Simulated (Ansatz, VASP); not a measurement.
Al in VASP and in Ansatz

```
Al
1.0
     0.00000    1.98347    1.98347
     1.98347    0.00000    1.98347
     1.98347    1.98347    0.00000
Al
1
Direct
  0.00000 0.00000 0.00000
```

Change from the starting cell: volume scaled by 0.94.

Alike in both runs: task single point; functional PBEsol; dispersion D4; k mesh 8 × 8 × 8; occupations fermi-dirac, width 0.1 eV; non-collinear spin, spin-orbit coupling.

|  | VASP | Ansatz |
| --- | --- | --- |
| version | VASP 6.6.1 | Ansatz 0.2.0 |
| potentials or method | VASP PAW PBE potentials, release 64 (Al), cutoff 520 eV | all-electron LAPW, relativistic spinors |

Ansatz gave:

* pressure (GPa): 1.4
* net moment per atom (μB): 0.00

Task: What did VASP give for the same quantities?

Result: Pressure (GPa): 1.5; net moment per atom (μB): 0.00.

VASP's potentials were made for PBE, not for PBEsol. Ansatz ran all-electron here, and VASP with PAW potentials.

Noted on Ansatz's run: the k mesh is thin for a metal, which can move the energy by tens of meV per atom.
